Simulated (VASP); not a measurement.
**Ti: single point with PBEsol**

The system is Ti.

```xyz
2
Lattice="3.1325 0.0000 0.0000 -1.5662 2.7128 0.0000 0.0000 0.0000 4.9583" Properties=species:S:1:pos:R:3 pbc="T T T"
Ti    0.0000    1.8085    1.2396
Ti    1.5662    0.9043    3.7187
```

This cell differs from its parent crystal: strain +0.080 along x and y, +0.080 along z.

* Program: VASP 6.6.1
* Task: single point
* Functional: PBEsol
* Potentials or basis: VASP PAW PBE potentials, release 64 (Ti_sv)
* Cutoff: 520 eV
* k mesh: 24 × 24 × 14
* Occupations: gaussian, width 0.15 eV
* Spin: no spin polarisation
* Dipole correction: no
* Further INCAR settings: ALGO = Fast; EDIFF = 1e-06; NBANDS = 19

```yaml
Pressure: -18.0 GPa
Band_gap_on_the_k_mesh: zero (band 12 reaches 6.98 eV, above the bottom of band 13 at 6.00 eV)
```

Stress tensor (GPa, compression positive):
```
-17.86   0.00   0.00
  0.00 -17.86   0.00
  0.00   0.00 -18.23
```

Levels at points of the mesh, in eV from the Fermi level:
```
           k point  band 10  band 11  band 12  band 13  band 14  band 15
(0.00, 0.00, 0.00)    -2.25     0.41     0.65     0.65     0.74     1.03
(0.50, 0.00, 0.00)    -1.67    -1.40    -0.71     0.42     0.48     0.93
(0.00, 0.00, 0.50)    -4.08     0.09     0.09     0.57     0.57     0.57
(0.50, 0.00, 0.50)    -2.08    -0.62    -0.62     0.93     0.93     1.38
```

Run time: 9.8 min on 1 thread of AMD EPYC 9R45 96-Core Processor (Zen 5), with other jobs on the host, peak memory 0.38 GiB.

Caveat: the cell differs from its parent crystal (strain +0.080 along x and y, +0.080 along z); the PAW data sets were made with another functional, which shifts forces and pressure a little.
